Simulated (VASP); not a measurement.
# F (Im-3m) in VASP: relaxation of cell and atoms with PBE

Aim: the relaxation of cell and atoms of F with PBE.

All numbers are computed with VASP 6.6.1; they aren't measurements. Logs are shortened: lines on timing, memory, paths and dates and some standing lists are left out, and cuts for length are marked.

**1. The cell of the first run**

It takes space group Im-3m (No. 229, cubic). The conventional cell has a = 2.962 Å, b = 2.962 Å, c = 2.962 Å, α = 90.00°, β = 90.00°, γ = 90.00°. Within 3.4 Å of F (site symmetry m-3m) lie 14 F at 2.57 to 2.96 Å.

**2. Relaxation of cell and atoms, PBE**

The input, INCAR:

```
ALGO = Normal
EDIFF = 1E-6
EDIFFG = -0.005
ENCUT = 600
GGA = PE
IBRION = 2
ISIF = 3
ISMEAR = -1
LASPH = T
LCHARG = F
LREAL = F
LWAVE = F
NELM = 80
NSW = 60
PREC = Accurate
SIGMA = 0.08
```

The input, KPOINTS:

```
k-points
0
Gamma
  18 18 18
```

The input, POSCAR:

```
F
1.0
   -1.4812480342      1.4812480342      1.4812480342
    1.4812480342     -1.4812480342      1.4812480342
    1.4812480342      1.4812480342     -1.4812480342
F
1
Direct
    0.0000000000      0.0000000000      0.0000000000
```

Potentials or basis: VASP PAW PBE potentials, release 64 (F).

Command:

```console
> cat potpaw_PBE.64/F/POTCAR > POTCAR
> mpirun -np 1 vasp_std > vasp.out
```

OUTCAR:

```text
EDIFF = 1E-6
   EDIFFG = -0.005
   ENCUT = 600
   GGA = PE
   IBRION = 2
   ISIF = 3
   ISMEAR = -1
   LASPH = T
   LREAL = F
   NELM = 80
   NSW = 60
   PREC = Accurate

 ion  position               nearest neighbor table
   1  0.000  0.000  0.000-

  LATTYP: Found a body centered cubic cell.
 ALAT       =     2.9624960684

  Lattice vectors:

 A1 = (  -1.4812480342,   1.4812480342,   1.4812480342)
 A2 = (   1.4812480342,  -1.4812480342,   1.4812480342)
 A3 = (   1.4812480342,   1.4812480342,  -1.4812480342)

Analysis of symmetry for initial positions (statically):
=====================================================================
 Subroutine PRICEL returns:
 Original cell was already a primitive cell.

 Routine SETGRP: Setting up the symmetry group for a
 body centered cubic supercell.

 Subroutine GETGRP returns: Found 48 space group operations
 (whereof 48 operations were pure point group operations)
 out of a pool of 48 trial point group operations.

The static configuration has the point symmetry O_h .

Analysis of symmetry for dynamics (positions and initial velocities):
=====================================================================
 Subroutine PRICEL returns:
 Original cell was already a primitive cell.

 Routine SETGRP: Setting up the symmetry group for a
 body centered cubic supercell.

 Subroutine GETGRP returns: Found 48 space group operations
 (whereof 48 operations were pure point group operations)
 out of a pool of 48 trial point group operations.

The dynamic configuration has the point symmetry O_h .

 Subroutine INISYM returns: Found 48 space group operations
 (whereof 48 operations are pure point group operations),
 and found     1 'primitive' translations

----------------------------------------------------------------------------------------

                                     Primitive cell

  volume of cell :      13.0000

  direct lattice vectors                    reciprocal lattice vectors
    -1.481248034  1.481248034  1.481248034     0.000000000  0.337553191  0.337553191
     1.481248034 -1.481248034  1.481248034     0.337553191  0.000000000  0.337553191
     1.481248034  1.481248034 -1.481248034     0.337553191  0.337553191  0.000000000

  length of vectors
     2.565596854  2.565596854  2.565596854     0.477372300  0.477372300  0.477372300

  position of ions in fractional coordinates (direct lattice)
     0.000000000  0.000000000  0.000000000

  ion indices of the primitive-cell ions
   primitive index   ion index
                 1           1

----------------------------------------------------------------------------------------

 KPOINTS: k-points

Automatic generation of k-mesh.
 Grid dimensions read from file:
 generate k-points for:   18   18   18

 Generating k-lattice:

  Cartesian coordinates                     Fractional coordinates (reciprocal lattice)
     0.000000000  0.018752955  0.018752955     0.055555556  0.000000000  0.000000000
     0.018752955  0.000000000  0.018752955     0.000000000  0.055555556  0.000000000
     0.018752955  0.018752955  0.000000000     0.000000000  0.000000000  0.055555556

  Length of vectors
     0.026520683  0.026520683  0.026520683

  Shift w.r.t. Gamma in fractional coordinates (k-lattice)
     0.000000000  0.000000000  0.000000000

 Subroutine IBZKPT returns following result:
 ===========================================

 Found    195 irreducible k-points:

 Following reciprocal coordinates:
            Coordinates               Weight
  0.000000  0.000000  0.000000      1.000000
  0.055556  0.000000  0.000000     12.000000
  0.111111  0.000000  0.000000     12.000000
  0.166667  0.000000  0.000000     12.000000
  0.222222  0.000000  0.000000     12.000000
  0.277778  0.000000  0.000000     12.000000
[... 16 lines left out ...]
  0.333333  0.111111  0.000000     48.000000
  0.388889  0.111111  0.000000     48.000000
 [... further k-points ...]
   k-points           NKPTS =    195   k-points in BZ     NKDIM =    195   number of bands    NBANDS=      7
   number of dos      NEDOS =    301   number of ions     NIONS =      1
   total plane-waves  NPLWV =   8000
   dimension x,y,z NGX =    20 NGY =   20 NGZ =   20
   dimension x,y,z NGXF=    40 NGYF=   40 NGZF=   40
   ions per type =               1
   NGX,Y,Z   is equivalent  to a cutoff of  12.96, 12.96, 12.96 a.u.
   NGXF,Y,Z  is equivalent  to a cutoff of  25.92, 25.92, 25.92 a.u.
 SYSTEM =  unknown system
   PREC   = accura    normal or accurate (medium, high low for compatibility)
   ISTART =      0    job   : 0-new  1-cont  2-samecut
   ICHARG =      2    charge: 1-file 2-atom 10-const
   ISPIN  =      1    spin polarized calculation?
   LNONCOLLINEAR =      F non collinear calculations
   LSORBIT =      F    spin-orbit coupling
   LASPH  =      T    aspherical Exc in radial PAW
   ENCUT  =  600.0 eV  44.10 Ry    6.64 a.u.   5.12  5.12  5.12*2*pi/ulx,y,z
   NELM   =     80;   NELMIN=  2; NELMDL= -5     # of ELM steps
   EDIFF  = 0.1E-05   stopping-criterion for ELM
   LREAL  =      F    real-space projection
   EDIFFG = -.5E-02   stopping-criterion for IOM
   NSW    =     60    number of steps for IOM
   IBRION =      2    ionic relax: 0-MD 1-quasi-New 2-CG
   NFREE  =      1    steps in history (QN), initial steepest desc. (CG)
   ISIF   =      3    stress and relaxation
   ISYM   =      2    0-nonsym 1-usesym 2-fastsym
   POTIM  = 0.5000    time-step for ionic-motion
   TEBEG  =    0.0;   TEEND  =   0.0 temperature during run
   PSTRESS=    0.0 pullay stress
   NELECT =       7.0000    total number of electrons
   NUPDOWN=      -1.0000    fix difference up-down
   EMIN   =  10.00;   EMAX   =-10.00  energy-range for DOS
   EFERMI =   0.00;   METHOD = LEGACY
   ISMEAR =    -1;   SIGMA  =   0.08  broadening in eV -4-tet -1-fermi 0-gaus
   EFERMI_NEDOS =   21; number of points for ismear=-14 and -15
   IALGO  =     38    algorithm
   IMIX   =      4    mixing-type and parameters
     AMIX     =   0.40;   BMIX     =  1.00
     AMIX_MAG =   1.60;   BMIX_MAG =  1.00
  volume/ion in A,a.u.               =      13.00        87.73
  Fermi-wavevector in a.u.,A,eV,Ry     =   1.331864  2.516857 24.134837  1.773860
  Thomas-Fermi vector in A             =   2.460842
   LORBIT       =      0    0 simple, 1 ext, 2 COOP (PROOUT), +10 PAW based schemes
   GGA     = PE    functional components
   LHFCALC =     F    Hartree Fock is set to
   AEXX    =    0.0000 exact exchange contribution
   IVDW    =     0    specifies the selected vdW correction
   LEPSILON=     F    determine dielectric tensor
   LRPA    =     F    only Hartree local field effects (RPA)
 conjugate gradient relaxation of ions
 non-spin polarized calculation
  energy-cutoff  :      600.00
  volume of cell :       13.00
 maximum number of plane-waves:       466
   NGX = 11   NGY = 11   NGZ = 11

--------------------------------------- Ionic step        1  -------------------------------------------

 number of electron       6.9999989 magnetization

 Free energy of the ion-electron system (eV)
  ---------------------------------------------------
  ext. energy  EPLUGINS =         0.00000000
  ---------------------------------------------------
  free energy    TOTEN  =        -0.76812739 eV

  energy without entropy =       -0.69147894  energy(sigma->0) =       -0.72980316

------------------------ aborting loop because EDIFF is reached ----------------------------------------

  FORCE on cell =-STRESS in cart. coord.  units (eV):
  Direction    XX          YY          ZZ          XY          YZ          ZX
  --------------------------------------------------------------------------------------
  -------------------------------------------------------------------------------------
  Total       -0.5409377     -0.5409377     -0.5409377      0.0000000     -0.0000000      0.0000000
  in kB      -66.6675486    -66.6675486    -66.6675486      0.0000000     -0.0000000      0.0000000
  external PRESSURE =     -66.6675486 kB  Pullay stress =       0.0000000 kB
[... 22 lines left out ...]
--------------------------------------- Ionic step        2  -------------------------------------------

 number of electron       7.0000005 magnetization

 E-fermi :  -4.8242     XC(G=0):  -9.3949

 val. band max:       -4.8259536115   @ k =   0.3333   0.2222  -0.0000
 cond. band min:      -4.8236340221   @ k =  -0.2778   0.5000   0.0556
 fundamental gap:      0.0023195894
 Fermi energy:        -4.8241603697

 k-point     1 :       0.0000    0.0000    0.0000
  band No.  band energies     occupation
      1     -25.6822      2.00000
      2      -4.4939      0.03171
      3      -4.4939      0.03171
      4      -4.4939      0.03171
      5       7.6227      0.00000
      6      29.3815      0.00000
      7      29.3815      0.00000
[... 221 lines left out ...]
 k-point    24 :       0.3889    0.1111    0.0000
  band No.  band energies     occupation
      1     -24.5828      2.00000
      2      -7.5555      2.00000
      3      -5.4114      1.99870
      4      -4.7042      0.36484
      5      13.9446      0.00000
      6      16.4050      0.00000
      7      21.5670      0.00000

 [... further k-points ...]

------------------------ aborting loop because EDIFF is reached ----------------------------------------

  FORCE on cell =-STRESS in cart. coord.  units (eV):
  Direction    XX          YY          ZZ          XY          YZ          ZX
  --------------------------------------------------------------------------------------
  -------------------------------------------------------------------------------------
  Total       -0.4484615     -0.4484615     -0.4484615     -0.0000000      0.0000000      0.0000000
  in kB      -59.8334858    -59.8334858    -59.8334858     -0.0000000      0.0000000      0.0000000
  external PRESSURE =     -59.8334858 kB  Pullay stress =       0.0000000 kB
[... 162 lines left out ...]
--------------------------------------- Ionic step        7  -------------------------------------------

 number of electron       6.9999997 magnetization

 Free energy of the ion-electron system (eV)
  ---------------------------------------------------
  ext. energy  EPLUGINS =         0.00000000
  ---------------------------------------------------
  free energy    TOTEN  =        -0.85451751 eV

  energy without entropy =       -0.79797073  energy(sigma->0) =       -0.82624412

 E-fermi :  -3.3100     XC(G=0): -10.3715

 val. band max:       -3.3111917366   @ k =   0.5000   0.5000   0.1111
 cond. band min:      -3.3090369350   @ k =   0.0556   0.0556   0.0000
 fundamental gap:      0.0021548016
 Fermi energy:        -3.3100197484

 k-point     1 :       0.0000    0.0000    0.0000
  band No.  band energies     occupation
      1     -25.1293      2.00000
      2      -2.8599      0.00717
      3      -2.8599      0.00717
      4      -2.8599      0.00717
      5      10.4922      0.00000
      6      33.2124      0.00000
      7      33.2124      0.00000
[... 221 lines left out ...]
 k-point    24 :       0.3889    0.1111    0.0000
  band No.  band energies     occupation
      1     -23.4150      2.00000
      2      -6.9910      2.00000
      3      -4.1012      1.99990
      4      -3.1549      0.25147
      5      16.8162      0.00000
      6      19.6272      0.00000
      7      24.5624      0.00000

 [... further k-points ...]

------------------------ aborting loop because EDIFF is reached ----------------------------------------

  FORCE on cell =-STRESS in cart. coord.  units (eV):
  Direction    XX          YY          ZZ          XY          YZ          ZX
  --------------------------------------------------------------------------------------
  -------------------------------------------------------------------------------------
  Total        0.0017349      0.0017349      0.0017349     -0.0000000     -0.0000000      0.0000000
  in kB        0.2782547      0.2782547      0.2782547     -0.0000000     -0.0000000      0.0000000
  external PRESSURE =       0.2782547 kB  Pullay stress =       0.0000000 kB
[... 16 lines left out ...]
  FREE ENERGIE OF THE ION-ELECTRON SYSTEM (eV)
  ---------------------------------------------------
  free  energy   TOTEN  =        -0.8545175129 eV

  energy  without entropy=       -0.7979707323  energy(sigma->0) =       -0.82624412

 reached required accuracy - stopping structural energy minimisation
```

Wall time 55 s (1 thread of Intel Xeon Platinum 8175M at 2.50GHz (Skylake/Cascade Lake), shared host); peak memory 0.13 GiB.

Results:

```
Free energy                           : -0.8545 eV
Relaxed volume                        : 9.99 Å³/atom
Relaxed cell                          : a = 2.350 Å, b = 2.350 Å, c = 2.350 Å, α = 109.47°, β = 109.47°, γ = 109.47°
Space group after relaxing (to 0.1 Å) : Im-3m (No. 229)
Energy gained by relaxing             : 86.4 meV/atom
Ionic steps                           : 7
Pressure after relaxing               : 0.0 GPa
Band gap on the k mesh                : zero (an odd number of electrons rules out a gap without spin polarisation)
```

The path:
| step | energy change (eV) | largest force (eV/Å) | pressure (GPa) | volume (Å³) |
| --- | --- | --- | --- | --- |
| 1 | 0.0000 | 0.0000 | -6.67 | 13.00 |
| 2 | -0.0396 | 0.0000 | -5.98 | 12.01 |
| 3 | -0.0776 | 0.0000 | 4.63 | 9.34 |
| 4 | -0.0849 | 0.0000 | -1.51 | 10.29 |
| 5 | -0.0864 | 0.0000 | -0.22 | 10.03 |
| 6 | -0.0864 | 0.0000 | 0.08 | 9.98 |
| 7 | -0.0864 | 0.0000 | 0.03 | 9.99 |

Final structure:
```
F
1.0
    -1.35674    1.35674    1.35674
     1.35674   -1.35674    1.35674
     1.35674    1.35674   -1.35674
F
1
Direct
  0.00000 0.00000 0.00000
```

Levels at points of the mesh, in eV from the Fermi level:
```tsv
k point	band 1	band 2	band 3	band 4	band 5	band 6	band 7
(0.00, 0.00, 0.00)	-21.82	0.45	0.45	0.45	13.80	36.52	36.52
(0.50, 0.00, 0.00)	-20.10	-3.96	-0.58	0.31	19.94	22.63	28.71
(0.50, 0.50, 0.50)	-19.16	-2.02	-2.02	-2.02	20.40	20.40	32.02
```

Caveat: the volume moved by over 15 % at a fixed basis, so the end points are rough; an odd number of electrons without spin polarisation forces a metal; a magnetic or distorted state may lie lower.
